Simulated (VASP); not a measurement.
Write the native input for VASP 6.6.1 that does the following.

```
Task                   : single point
Functional             : PBE
Dispersion             : D3(BJ)
Potentials or basis    : VASP PAW PBE potentials, release 64 (Mo_sv, S)
Cutoff                 : 520 eV
k mesh                 : 14 × 14 × 3
Occupations            : gaussian, width 0.15 eV
Spin                   : no spin polarisation
Dipole correction      : no
Further INCAR settings : ALGO = Fast; EDIFF = 1e-07; NBANDS = 49
```

The structure of MoS2 lies in POSCAR:

```
MoS2
1.0
   -1.5671157456     -2.7143240927      0.0000000000
    1.5671157456     -2.7143240927      0.0000000000
    0.0000000000     -4.9762608366     17.5649660373
Mo S
3 6
Direct
    0.2230487685      0.2230487685      0.8475831616
    0.1779306561      0.1779306561      0.1695301934
    0.2004897123      0.2004897123      0.5085566775
    0.4501901623      0.4501901623      0.5997925502
   -0.5272507814     -0.5272507814      0.9388190343
    0.4276311061      0.4276311061      0.2607660661
    0.9282302060      0.9282302060      0.0782943207
   -0.0492107377     -0.0492107377      0.4173208048
   -0.0266516815     -0.0266516815      0.7563472889
```

This cell differs from its parent crystal: the part above a cut slid along it.

One way to write it, as run:

INCAR

```
ALGO = Fast
EDIFF = 1E-7
ENCUT = 520
GGA = PE
ISIF = 2
ISMEAR = 0
IVDW = 12
LASPH = T
LCHARG = T
LELF = T
LREAL = F
LVHAR = T
LWAVE = F
NBANDS = 49
NELM = 100
PREC = Accurate
SIGMA = 0.15
```

KPOINTS

```
k-points
0
Gamma
  14 14 3
```

Potentials or basis: VASP PAW PBE potentials, release 64 (Mo_sv, S).

Run with:

```sh
$ cat potpaw_PBE.64/Mo_sv/POTCAR potpaw_PBE.64/S/POTCAR > POTCAR
$ mpirun -np 1 vasp_std > vasp.out
```

It gave:

```yaml
Pressure: 0.4 GPa
Largest_force: 0.348 eV/Å
Band_gap_on_the_k_mesh: zero (bands 39 and 40 overlap by 0.63 eV)
Dispersion_energy_per_atom: -0.458 eV
```

Caveat: the cell differs from its parent crystal (the part above a cut slid along it).

It took 23 min on 1 thread of Oxide Virtual Turin-like Processor, with other jobs on the host, peak memory 0.85 GiB.
